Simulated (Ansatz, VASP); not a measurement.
**Two plane-wave programs on C**

POSCAR

```
C
1.0
    0.0000000000      1.7801241426      1.7801241426
    1.7801241426      0.0000000000      1.7801241426
    1.7801241426      1.7801241426      0.0000000000
C
2
Direct
    0.0000000000      0.0000000000      0.0000000000
    0.2500000000      0.2500000000      0.2500000000
```

INCAR.step1

```
SYSTEM = C
ALGO = Normal
EDIFF = 1E-5
ENCUT = 520
GGA = PE
ISIF = 2
ISMEAR = 0
LASPH = .True.
LCHARG = .False.
LREAL = .False.
LWAVE = .True.
NBANDS = 11
NELM = 80
PREC = Accurate
SIGMA = 0.01
```

INCAR.step2

```
SYSTEM = C
ALGO = Normal
EDIFF = 1E-6
ENCUT = 520
GGA = PE
HFSCREEN = 0.2079
ISIF = 2
ISMEAR = 0
ISTART = 1
LASPH = .True.
LCHARG = .False.
LHFCALC = .True.
LREAL = .False.
LWAVE = .False.
NBANDS = 11
NELM = 80
PREC = Accurate
PRECFOCK = Normal
SIGMA = 0.01
```

The input KPOINTS:

```
k-points
0
Gamma
  8 8 8
  0 0 0
```

Input for Ansatz:

```yaml
crystal:
  lattice:
    - [0.0, 1.7801241426, 1.7801241426]
    - [1.7801241426, 0.0, 1.7801241426]
    - [1.7801241426, 1.7801241426, 0.0]
  atoms:
    - { symbol: C, position: [0.0, 0.0, 0.0] }
    - { symbol: C, position: [0.25, 0.25, 0.25] }
kpoints:
  mp_grid: { grid: [8, 8, 8] }
  band_path:
    path:
      - [0.0, 0.0, 0.0]
      - [0.5, 0.0, 0.5]
      - [0.625, 0.25, 0.625]
      - [0.375, 0.375, 0.75]
      - [0.5, 0.5, 0.5]
      - [0.5, 0.25, 0.75]
      - [0.0, 0.363281, 0.363281]
    npoints: 1
hamiltonian:
  xc: hse06
scf:
  occupations: { method: fixed }
  n_extra_bands: 4
output:
  forces: true
  stress: true
  eigenvalues: true
```

Alike in both runs: task single point; functional HSE06; k mesh 8 × 8 × 8; no spin polarisation.

|  | VASP | Ansatz |
| --- | --- | --- |
| version | VASP 6.6.1 | Ansatz 0.2.0 |
| potentials or method | VASP PAW PBE potentials, release 64 (C) | plane waves, PAW |
| plane-wave cutoff (eV) | 520 | 420 |
| occupations | gaussian, width 0.01 eV | fixed |
| valence electrons in the cell | 8 | 8 |

|  | VASP | Ansatz | Ansatz less VASP |
| --- | --- | --- | --- |
| gap on the k mesh at the Fermi level (eV) | 5.29 | 5.30 | +0.009 |
| pressure (GPa) | -4.9 | -5.7 | -0.89 |

Ansatz's warnings: stress exchange threshold loose, stress scf threshold loose.
